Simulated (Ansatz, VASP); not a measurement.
# TePb: VASP beside Ansatz

```
CELL_PARAMETERS angstrom
0.00000 3.17229 3.17229
3.17229 0.00000 3.17229
3.17229 3.17229 0.00000
ATOMIC_POSITIONS crystal
Te 0.50000 0.50000 0.50000
Pb 0.00000 0.00000 0.00000
```

Change from the starting cell: volume scaled by 0.95.

Alike in both runs: task single point; functional PBE; k mesh 10 × 10 × 10; occupations fermi-dirac, width 0.03 eV; no spin polarisation.

|  | VASP | Ansatz |
| --- | --- | --- |
| version | VASP 6.6.1 | Ansatz 0.2.0 |
| potentials or method | VASP PAW PBE potentials, release 64 (Te, Pb_d), cutoff 520 eV | all-electron LAPW, scalar-relativistic |

|  | VASP | Ansatz | Ansatz less VASP |
| --- | --- | --- | --- |
| pressure (GPa) | 5.1 | 5.1 | +0.05 |

Ansatz ran all-electron here, and VASP with PAW potentials.

Spin-orbit coupling is off throughout.
